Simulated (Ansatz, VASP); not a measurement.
Sn4As: VASP beside Ansatz

File INCAR:

```
ALGO = Normal
EDIFF = 1E-6
EDIFFG = -0.04
ENCUT = 600
GGA = PE
IBRION = 2
ISIF = 3
ISMEAR = 0
LASPH = T
LCHARG = F
LREAL = F
LWAVE = F
NELM = 100
NSW = 90
PREC = Accurate
SIGMA = 0.1
```

Contents of KPOINTS:

```
k-points
0
Gamma
  4 4 4
```

Contents of POSCAR:

```
Sn4As
1.0
    5.3634650900      0.0000000000      0.0000000000
    0.0000000000      5.3634650900      0.0000000000
    0.0000000000      0.0000000000      5.3634650900
Sn As
4 1
Direct
    0.5000000000      0.0000000000      0.0000000000
    0.0000000000      0.5000000000      0.0000000000
    0.0000000000      0.0000000000      0.5000000000
    0.5000000000      0.5000000000      0.5000000000
    0.0000000000      0.0000000000      0.0000000000
```

Input for Ansatz:

```yaml
crystal:
  lattice:
    - [5.36346509, 0.0, 0.0]
    - [0.0, 5.36346509, 0.0]
    - [0.0, 0.0, 5.36346509]
  atoms:
    - { symbol: Sn, position: [0.5, 0.0, 0.0] }
    - { symbol: Sn, position: [0.0, 0.5, 0.0] }
    - { symbol: Sn, position: [0.0, 0.0, 0.5] }
    - { symbol: Sn, position: [0.5, 0.5, 0.5] }
    - { symbol: As, position: [0.0, 0.0, 0.0] }
basis:
  ecutwfc: 420
kpoints:
  mp_grid: { grid: [4, 4, 4] }
hamiltonian:
  xc: pbe
scf:
  occupations: { method: gaussian, width: 0.1 }
  lower_state_search: "off"
output:
  forces: true
  stress: true
  eigenvalues: true
relax:
  adjacent_minimum: "off"
  f_tol: 0.04
  max_steps: 70
  cell: { stress_tol: 0.4 }
```

Alike in both runs: task relaxation of cell and atoms; functional PBE; k mesh 4 × 4 × 4; occupations gaussian, width 0.1 eV; no spin polarisation.

|  | VASP | Ansatz |
| --- | --- | --- |
| version | VASP 6.6.1 | Ansatz 0.2.0 |
| potentials or method | VASP PAW PBE potentials, release 64 (Sn_d, As), cutoff 600 eV | scalar-relativistic, plane waves, PAW |
| valence electrons in the cell | 61 | 71 |

|  | VASP | Ansatz | Ansatz less VASP |
| --- | --- | --- | --- |
| gap on the k mesh at the Fermi level, each at its own relaxed structure (eV) | none | none | - |
| relaxed volume (Å³/atom) | 31.20 | 30.86 | -0.342 |
| relaxed length of the cell vector where the two differ most in proportion (Å) | 5.383 | 5.363 | -0.0197 |

A gap of «none» marks a metal or a gap that the smearing closes. VASP's potentials hold 61 valence electrons a cell and Ansatz's 71, so a difference there can come from the potentials and not from the codes.
